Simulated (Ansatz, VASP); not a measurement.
One calculation of YAlC4N4, two programs

The input INCAR:

```
  PREC = Accurate
  ENCUT = 600
  EDIFF = 1E-7
  ISMEAR = 0
  SIGMA = 0.1
  LREAL = F
  LASPH = T
  NELM = 60
  ALGO = Normal
  ISIF = 3
  LWAVE = F
  LCHARG = F
  GGA = PE
  IBRION = 2
  NSW = 90
  EDIFFG = -0.04
```

The input KPOINTS:

```
Automatic mesh
0
Gamma
  4 4 4
```

File POSCAR:

```
YAlC4N4
1.0
    6.0679513300      0.0000000000      0.0000000000
    0.0000000000      6.0679513300      0.0000000000
    0.0000000000      0.0000000000      6.0679513300
Y Al C N
1 1 4 4
Direct
    0.5000000000      0.5000000000      0.5000000000
    0.0000000000      0.0000000000      0.0000000000
    0.1784015200      0.1784015200      0.1784015200
    0.1784015200      0.8215984800      0.8215984800
    0.8215984800      0.1784015200      0.8215984800
    0.8215984800      0.8215984800      0.1784015200
    0.2897240700      0.2897240700      0.2897240700
    0.2897240700      0.7102759300      0.7102759300
    0.7102759300      0.2897240700      0.7102759300
    0.7102759300      0.7102759300      0.2897240700
```

Input for Ansatz:

```yaml
crystal:
  lattice:
    - [6.06795133, 0.0, 0.0]
    - [0.0, 6.06795133, 0.0]
    - [0.0, 0.0, 6.06795133]
  atoms:
    - { symbol: "Y", position: [0.5, 0.5, 0.5] }
    - { symbol: Al, position: [0.0, 0.0, 0.0] }
    - { symbol: C, position: [0.17840152, 0.17840152, 0.17840152] }
    - { symbol: C, position: [0.17840152, 0.82159848, 0.82159848] }
    - { symbol: C, position: [0.82159848, 0.17840152, 0.82159848] }
    - { symbol: C, position: [0.82159848, 0.82159848, 0.17840152] }
    - { symbol: "N", position: [0.28972407, 0.28972407, 0.28972407] }
    - { symbol: "N", position: [0.28972407, 0.71027593, 0.71027593] }
    - { symbol: "N", position: [0.71027593, 0.28972407, 0.71027593] }
    - { symbol: "N", position: [0.71027593, 0.71027593, 0.28972407] }
basis:
  ecutwfc: 420
kpoints:
  mp_grid: { grid: [4, 4, 4] }
hamiltonian:
  xc: pbe
scf:
  occupations: { method: gaussian, width: 0.1 }
  lower_state_search: "off"
output:
  forces: true
  stress: true
  eigenvalues: true
relax:
  adjacent_minimum: "off"
  f_tol: 0.04
  max_steps: 70
  cell: { stress_tol: 0.4 }
```

Alike in both runs: task relaxation of cell and atoms; functional PBE; k mesh 4 × 4 × 4; occupations gaussian, width 0.1 eV; no spin polarisation.

|  | VASP | Ansatz |
| --- | --- | --- |
| version | VASP 6.6.1 | Ansatz 0.2.0 |
| potentials or method | VASP PAW PBE potentials, release 64 (Y_sv, Al, C, N), cutoff 600 eV | scalar-relativistic, plane waves, PAW |
| valence electrons in the cell | 50 | 50 |

```tsv
	VASP	Ansatz	Ansatz less VASP
gap on the k mesh at the Fermi level, each at its own relaxed structure (eV)	none	none	-
relaxed volume (Å³/atom)	24.30	24.20	-0.107
relaxed cell length with the largest relative difference (Å)	6.241	6.231	-0.0091
```

A gap of «none» marks a metal or a gap that the smearing closes.

Noted on VASP's run: the standard files for N, O and F lose accuracy on very short bonds.
